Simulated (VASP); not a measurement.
# GaP2 (F-43m) in VASP: further runs

GaP2 is run at these levels: PBE; tasks: single point.

All numbers are computed with VASP 6.6.1; they aren't measurements. Logs are shortened: lines on timing, memory, paths and dates and some standing lists are left out, and cuts for length are marked.

### Step 1. The cell of the first run

Symmetry: F-43m, No. 216, cubic system. The conventional cell has a = 6.134 Å, b = 6.134 Å, c = 6.134 Å, α = 90.00°, β = 90.00°, γ = 90.00°. Ga (site symmetry -43m) has 10 P at 2.66 to 3.07 Å within 3.5 Å. P (site symmetry -43m) has 4 Ga at 2.66 Å and 4 P at 2.66 Å within 3.5 Å. P (site symmetry -43m) has 4 P at 2.66 Å and 6 Ga at 3.07 Å within 3.5 Å.

### Step 2. Single point, PBE

INCAR reads:

```
SYSTEM = GaP2
PREC     = Accurate       ! precision mode
ENCUT    = 520            ! plane-wave cutoff, eV
EDIFF    = 1E-7           ! SCF threshold, eV
ISMEAR   = 0              ! smearing method
SIGMA    = 0.1            ! smearing width, eV
LREAL    = .False.        ! projectors in reciprocal space
LASPH    = .True.         ! aspherical terms in the spheres
NELM     = 60             ! most SCF steps
ALGO     = Normal         ! electronic algorithm
ISIF     = 2              ! what is computed and relaxed
LWAVE    = .False.        ! write WAVECAR
LCHARG   = .False.        ! write CHGCAR
GGA      = PE             ! functional
NBANDS   = 18             ! bands
```

KPOINTS reads:

```
regular mesh
0
Gamma
  4 4 4
  0 0 0
```

POSCAR reads:

```
GaP2
1.0
    0.0000000000      3.0669116418      3.0669116418
    3.0669116418      0.0000000000      3.0669116418
    3.0669116418      3.0669116418      0.0000000000
Ga P
1 2
Direct
    0.5000000000      0.5000000000      0.5000000000
    0.2500000000      0.2500000000      0.2500000000
    0.0000000000      0.0000000000      0.0000000000
```

Potentials or basis: VASP PAW PBE potentials, release 64 (Ga_d, P).

Launch:

```bash
> cat potpaw_PBE.64/Ga_d/POTCAR potpaw_PBE.64/P/POTCAR > POTCAR
> mpirun -np 1 vasp_std > vasp.out
```

OUTCAR:

```text
SYSTEM = GaP2
   PREC = Accurate
   ENCUT = 520
   EDIFF = 1E-7
   ISMEAR = 0
   LREAL = .False.
   LASPH = .True.
   NELM = 60
   ISIF = 2
   GGA = PE

 ion  position               nearest neighbor table
   1  0.500  0.500  0.500-   2 2.66   2 2.66   2 2.66   2 2.66
   2  0.250  0.250  0.250-   3 2.66   3 2.66   3 2.66   1 2.66   3 2.66   1 2.66   1 2.66   1 2.66

   3  0.000  0.000  0.000-   2 2.66   2 2.66   2 2.66   2 2.66

  LATTYP: Found a face centered cubic cell.
 ALAT       =     6.1338232836

  Lattice vectors:

 A1 = (   0.0000000000,   3.0669116418,   3.0669116418)
 A2 = (   3.0669116418,   0.0000000000,   3.0669116418)
 A3 = (   3.0669116418,   3.0669116418,   0.0000000000)

Analysis of symmetry for initial positions (statically):
=====================================================================
 Subroutine PRICEL returns:
 Original cell was already a primitive cell.

 Routine SETGRP: Setting up the symmetry group for a
 face centered cubic supercell.

 Subroutine GETGRP returns: Found 24 space group operations
 (whereof 24 operations were pure point group operations)
 out of a pool of 48 trial point group operations.

The static configuration has the point symmetry T_d .

Analysis of symmetry for dynamics (positions and initial velocities):
=====================================================================
 Subroutine PRICEL returns:
 Original cell was already a primitive cell.

 Routine SETGRP: Setting up the symmetry group for a
 face centered cubic supercell.

 Subroutine GETGRP returns: Found 24 space group operations
 (whereof 24 operations were pure point group operations)
 out of a pool of 48 trial point group operations.

The dynamic configuration has the point symmetry T_d .

 Subroutine INISYM returns: Found 24 space group operations
 (whereof 24 operations are pure point group operations),
 and found     1 'primitive' translations

----------------------------------------------------------------------------------------

                                     Primitive cell

  volume of cell :      57.6944

  direct lattice vectors                    reciprocal lattice vectors
     0.000000000  3.066911642  3.066911642    -0.163030455  0.163030455  0.163030455
     3.066911642  0.000000000  3.066911642     0.163030455 -0.163030455  0.163030455
     3.066911642  3.066911642  0.000000000     0.163030455  0.163030455 -0.163030455

  length of vectors
     4.337268038  4.337268038  4.337268038     0.282377031  0.282377031  0.282377031

  position of ions in fractional coordinates (direct lattice)
     0.500000000  0.500000000  0.500000000
     0.250000000  0.250000000  0.250000000
     0.000000000  0.000000000  0.000000000

  ion indices of the primitive-cell ions
   primitive index   ion index
                 1           1
                 2           2
                 3           3

----------------------------------------------------------------------------------------

 KPOINTS: regular mesh

Automatic generation of k-mesh.
 Grid dimensions read from file:
 generate k-points for:    4    4    4

 Generating k-lattice:

  Cartesian coordinates                     Fractional coordinates (reciprocal lattice)
    -0.040757614  0.040757614  0.040757614     0.250000000  0.000000000  0.000000000
     0.040757614 -0.040757614  0.040757614     0.000000000  0.250000000  0.000000000
     0.040757614  0.040757614 -0.040757614     0.000000000  0.000000000  0.250000000

  Length of vectors
     0.070594258  0.070594258  0.070594258

  Shift w.r.t. Gamma in fractional coordinates (k-lattice)
     0.000000000  0.000000000  0.000000000

 Subroutine IBZKPT returns following result:
 ===========================================

 Found      8 irreducible k-points:

 Following reciprocal coordinates:
            Coordinates               Weight
  0.000000  0.000000  0.000000      1.000000
  0.250000  0.000000  0.000000      8.000000
  0.500000  0.000000  0.000000      4.000000
  0.250000  0.250000  0.000000      6.000000
  0.500000  0.250000  0.000000     24.000000
 -0.250000  0.250000  0.000000     12.000000
  0.500000  0.500000  0.000000      3.000000
 -0.250000  0.500000  0.250000      6.000000
   k-points           NKPTS =      8   k-points in BZ     NKDIM =      8   number of bands    NBANDS=     18
   number of dos      NEDOS =    301   number of ions     NIONS =      3
   total plane-waves  NPLWV =  32768
   dimension x,y,z NGX =    32 NGY =   32 NGZ =   32
   dimension x,y,z NGXF=    64 NGYF=   64 NGZF=   64
   ions per type =               1   2
   NGX,Y,Z   is equivalent  to a cutoff of  12.27, 12.27, 12.27 a.u.
   NGXF,Y,Z  is equivalent  to a cutoff of  24.53, 24.53, 24.53 a.u.
 SYSTEM =  GaP2
   PREC   = accura    normal or accurate (medium, high low for compatibility)
   ISTART =      0    job   : 0-new  1-cont  2-samecut
   ICHARG =      2    charge: 1-file 2-atom 10-const
   ISPIN  =      1    spin polarized calculation?
   LNONCOLLINEAR =      F non collinear calculations
   LSORBIT =      F    spin-orbit coupling
   LASPH  =      T    aspherical Exc in radial PAW
   ENCUT  =  520.0 eV  38.22 Ry    6.18 a.u.   8.06  8.06  8.06*2*pi/ulx,y,z
   NELM   =     60;   NELMIN=  2; NELMDL= -5     # of ELM steps
   EDIFF  = 0.1E-06   stopping-criterion for ELM
   LREAL  =      F    real-space projection
   EDIFFG = 0.1E-05   stopping-criterion for IOM
   NSW    =      0    number of steps for IOM
   IBRION =     -1    ionic relax: 0-MD 1-quasi-New 2-CG
   NFREE  =      0    steps in history (QN), initial steepest desc. (CG)
   ISIF   =      2    stress and relaxation
   ISYM   =      2    0-nonsym 1-usesym 2-fastsym
   POTIM  = 0.5000    time-step for ionic-motion
   TEBEG  =    0.0;   TEEND  =   0.0 temperature during run
   PSTRESS=    0.0 pullay stress
   NELECT =      23.0000    total number of electrons
   NUPDOWN=      -1.0000    fix difference up-down
   EMIN   =  10.00;   EMAX   =-10.00  energy-range for DOS
   EFERMI =   0.00;   METHOD = LEGACY
   ISMEAR =     0;   SIGMA  =   0.10  broadening in eV -4-tet -1-fermi 0-gaus
   EFERMI_NEDOS =   21; number of points for ismear=-14 and -15
   IALGO  =     38    algorithm
   IMIX   =      4    mixing-type and parameters
     AMIX     =   0.40;   BMIX     =  1.00
     AMIX_MAG =   1.60;   BMIX_MAG =  1.00
  volume/ion in A,a.u.               =      19.23       129.78
  Fermi-wavevector in a.u.,A,eV,Ry     =   1.204868  2.276871 19.751675  1.451707
  Thomas-Fermi vector in A             =   2.340581
   LORBIT       =      0    0 simple, 1 ext, 2 COOP (PROOUT), +10 PAW based schemes
   GGA     = PE    functional components
   LHFCALC =     F    Hartree Fock is set to
   AEXX    =    0.0000 exact exchange contribution
   IVDW    =     0    specifies the selected vdW correction
   LEPSILON=     F    determine dielectric tensor
   LRPA    =     F    only Hartree local field effects (RPA)
 non-spin polarized calculation
 Gauss-broadening in eV      SIGMA  =   0.10
  energy-cutoff  :      520.00
  volume of cell :       57.69
 maximum number of plane-waves:      1588
   NGX = 17   NGY = 17   NGZ = 17

 number of electron      22.9999987 magnetization

 Free energy of the ion-electron system (eV)
  ---------------------------------------------------
  ext. energy  EPLUGINS =         0.00000000
  ---------------------------------------------------
  free energy    TOTEN  =       -12.13799258 eV

  energy without entropy =      -12.12956572  energy(sigma->0) =      -12.13377915

 E-fermi :   6.1052     XC(G=0): -10.1943

 val. band max:        5.7985534409   @ k =  -0.2500   0.5000   0.2500
 cond. band min:       6.1528471148   @ k =  -0.2500   0.2500   0.0000
 fundamental gap:      0.3542936738
 Fermi energy:         6.1051542367

 k-point     1 :       0.0000    0.0000    0.0000
  band No.  band energies     occupation
      1      -8.8135      2.00000
      2      -8.8135      2.00000
      3      -8.8135      2.00000
      4      -8.7829      2.00000
      5      -8.7829      2.00000
      6      -7.8466      2.00000
[... 10 lines left out ...]
     17      10.5456      0.00000
     18      11.4588      0.00000

 k-point     2 :       0.2500    0.0000    0.0000
  band No.  band energies     occupation
      1      -8.8361      2.00000
      2      -8.8088      2.00000
      3      -8.8088      2.00000
      4      -8.7838      2.00000
      5      -8.7838      2.00000
      6      -7.2392      2.00000
[... 10 lines left out ...]
     17      10.7420      0.00000
     18      14.7143      0.00000

 k-point     3 :       0.5000    0.0000    0.0000
  band No.  band energies     occupation
      1      -8.8518      2.00000
      2      -8.8073      2.00000
      3      -8.8073      2.00000
      4      -8.7817      2.00000
      5      -8.7817      2.00000
      6      -6.1639      2.00000
[... 10 lines left out ...]
     17      10.9964      0.00000
     18      13.3816      0.00000

 k-point     4 :       0.2500    0.2500    0.0000
  band No.  band energies     occupation
      1      -8.8448      2.00000
      2      -8.8023      2.00000
      3      -8.8023      2.00000
      4      -8.8006      2.00000
      5      -8.7789      2.00000
      6      -7.0202      2.00000
[... 10 lines left out ...]
     17      12.0704      0.00000
     18      12.3660      0.00000

 k-point     5 :       0.5000    0.2500    0.0000
  band No.  band energies     occupation
      1      -8.8555      2.00000
      2      -8.8109      2.00000
      3      -8.7977      2.00000
      4      -8.7953      2.00000
      5      -8.7794      2.00000
      6      -5.8470      2.00000
[... 10 lines left out ...]
     17      11.8994      0.00000
     18      14.1415      0.00000

 k-point     6 :      -0.2500    0.2500    0.0000
  band No.  band energies     occupation
      1      -8.8494      2.00000
      2      -8.8070      2.00000
      3      -8.8018      2.00000
      4      -8.7886      2.00000
      5      -8.7869      2.00000
      6      -6.3262      2.00000
[... 10 lines left out ...]
     17      12.0549      0.00000
     18      13.7181      0.00000

 k-point     7 :       0.5000    0.5000    0.0000
  band No.  band energies     occupation
      1      -8.8639      2.00000
      2      -8.8274      2.00000
      3      -8.7902      2.00000
      4      -8.7902      2.00000
      5      -8.7750      2.00000
      6      -4.9777      2.00000
[... 10 lines left out ...]
     17      11.8009      0.00000
     18      14.8589      0.00000

 k-point     8 :      -0.2500    0.5000    0.2500
  band No.  band energies     occupation
      1      -8.8573      2.00000
      2      -8.8152      2.00000
      3      -8.7998      2.00000
      4      -8.7892      2.00000
      5      -8.7823      2.00000
      6      -4.9335      2.00000
[... 10 lines left out ...]
     17      12.0498      0.00000
     18      15.2036      0.00000

------------------------ aborting loop because EDIFF is reached ----------------------------------------

  FORCE on cell =-STRESS in cart. coord.  units (eV):
  Direction    XX          YY          ZZ          XY          YZ          ZX
  --------------------------------------------------------------------------------------
  -------------------------------------------------------------------------------------
  Total       -0.0535764     -0.0535764     -0.0535764      0.0000000      0.0000000      0.0000000
  in kB       -1.4878203     -1.4878203     -1.4878203      0.0000000      0.0000000      0.0000000
  external PRESSURE =      -1.4878203 kB  Pullay stress =       0.0000000 kB

 VOLUME and BASIS-vectors are now :
 -----------------------------------------------------------------------------
  energy-cutoff  :      520.00
  volume of cell :       57.69
      direct lattice vectors                 reciprocal lattice vectors
     0.000000000  3.066911642  3.066911642    -0.163030455  0.163030455  0.163030455
     3.066911642  0.000000000  3.066911642     0.163030455 -0.163030455  0.163030455
     3.066911642  3.066911642  0.000000000     0.163030455  0.163030455 -0.163030455

 POSITION                                       TOTAL-FORCE (eV/Angst)
 -----------------------------------------------------------------------------------
      3.06691      3.06691      3.06691         0.000000      0.000000      0.000000
      1.53346      1.53346      1.53346        -0.000000     -0.000000     -0.000000
      0.00000      0.00000      0.00000        -0.000000     -0.000000     -0.000000
 -----------------------------------------------------------------------------------
    total drift:                               -0.000001     -0.000001     -0.000000

  FREE ENERGIE OF THE ION-ELECTRON SYSTEM (eV)
  ---------------------------------------------------
  free  energy   TOTEN  =       -12.1379925775 eV

  energy  without entropy=      -12.1295657192  energy(sigma->0) =      -12.13377915
```

It took 4.5 s on 1 thread of Intel Xeon 6975P-C (Granite Rapids), shared host; peak memory 0.16 GiB.

What came out:

| Item | Value |
| --- | --- |
| Free energy | -12.1380 eV |
| Pressure | -0.1 GPa |

Caveat: the k points lie up to 0.44 Å⁻¹ apart.

### Step 3. Single point, PBE

This run uses another cell than the first one, of 23.44 Å³/atom, 1.219 times its volume.

INCAR reads:

```
PREC = Accurate
ENCUT = 520
EDIFF = 1E-6
ISMEAR = 0
SIGMA = 0.1
LREAL = False
LASPH = True
NELM = 60
ALGO = Normal
ISIF = 2
LWAVE = False
LCHARG = False
GGA = PE
NBANDS = 18
```

KPOINTS reads:

```
Automatic mesh
0
Gamma
  4 4 4
```

POSCAR reads:

```
GaP2
1.0
    0.0000000000      3.2759311200      3.2759311200
    3.2759311200      0.0000000000      3.2759311200
    3.2759311200      3.2759311200      0.0000000000
Ga P
1 2
Direct
    0.5000000000      0.5000000000      0.5000000000
    0.2500000000      0.2500000000      0.2500000000
    0.0000000000      0.0000000000      0.0000000000
```

Potentials or basis: VASP PAW PBE potentials, release 64 (Ga_d, P).

Launch:

```bash
> cat potpaw_PBE.64/Ga_d/POTCAR potpaw_PBE.64/P/POTCAR > POTCAR
> mpirun -np 1 vasp_std > vasp.out
```

Wall time 5.2 s (1 thread of Intel Xeon 6975P-C (Granite Rapids), shared host); peak memory 0.2 GiB.

Results (log left out):

- Free energy: -11.7588 eV
- Pressure: -8.0 GPa

Levels at points of the mesh, in eV from the Fermi level:
```tsv
k point	band 7	band 8	band 9	band 10	band 11	band 12	band 13	band 14	band 15	band 16
(0.00, 0.00, 0.00)	-6.81	-2.59	-2.27	-2.27	-2.27	-1.03	-1.03	-1.03	4.25	4.25
(0.50, 0.00, 0.00)	-9.13	-5.29	-3.11	-3.11	-0.26	-0.26	-0.05	2.12	4.38	4.38
(0.50, 0.50, 0.00)	-9.90	-5.40	-4.26	-4.26	-1.58	2.10	2.40	2.40	4.50	5.27
```

Caveat: the k points lie up to 0.42 Å⁻¹ apart.

### Step 4. Single point, PBE

This run uses another cell than the first one, of 18.01 Å³/atom, 0.937 times its volume.

INCAR reads:

```
ALGO = Normal ; EDIFF = 1E-6
ENCUT = 520 ; GGA = PE
ISIF = 2 ; ISMEAR = 0
LASPH = True ; LCHARG = False
LREAL = False ; LWAVE = False
NBANDS = 18 ; NELM = 80
PREC = Accurate ; SIGMA = 0.1
```

KPOINTS reads:

```
k-points
0
Gamma
  6 6 6
```

POSCAR reads:

```
GaP2
1.0
    0.0000000000      3.0005973179      3.0005973179
    3.0005973179      0.0000000000      3.0005973179
    3.0005973179      3.0005973179      0.0000000000
Ga P
1 2
Direct
    0.5000000000      0.5000000000      0.5000000000
    0.7500000000      0.7500000000      0.7500000000
    0.0000000000      0.0000000000      0.0000000000
```

Launch:

```bash
> cat potpaw_PBE.64/Ga_d/POTCAR potpaw_PBE.64/P/POTCAR > POTCAR
> mpirun -np 1 vasp_std > vasp.out
```

Wall time 5.6 s (1 thread of Intel Xeon 6975P-C (Granite Rapids), shared host); peak memory 0.17 GiB.

It converged, with:

```yaml
Free_energy: -12.2977 eV
Pressure: -0.1 GPa
```

Levels at points of the mesh, in eV from the Fermi level:
```csv
k point,band 7,band 8,band 9,band 10,band 11,band 12,band 13,band 14,band 15,band 16
"(0.00, 0.00, 0.00)",-5.98,-3.18,-3.18,-3.18,-1.76,-1.76,-1.76,-1.65,4.50,4.50
"(0.50, 0.00, 0.00)",-10.37,-5.50,-4.24,-4.24,-0.96,-0.96,0.50,3.30,4.97,4.97
"(0.50, 0.50, 0.00)",-11.06,-6.11,-5.78,-5.78,-2.31,3.06,3.06,3.50,5.28,5.83
```

### Step 5. Overview

| cell | k mesh | gap on the mesh (eV) | pressure (GPa) |
| --- | --- | --- | --- |
| a = 4.337 Å, angles 60.0°, 3 atoms | 4 × 4 × 4 | none | -0.1 |
| a = 4.633 Å, angles 60.0°, 3 atoms | 4 × 4 × 4 | none | -8.0 |
| a = 4.243 Å, angles 60.0°, 3 atoms | 6 × 6 × 6 | none | -0.1 |

Alike in all rows: task single point; level PBE; potentials or basis VASP PAW PBE potentials, release 64 (Ga_d, P); no spin polarisation; cutoff (eV) 520; smearing gaussian 0.1 eV.

Caveats: some runs use coarse meshes.

Absolute energies hang on the potentials; compare differences alone.
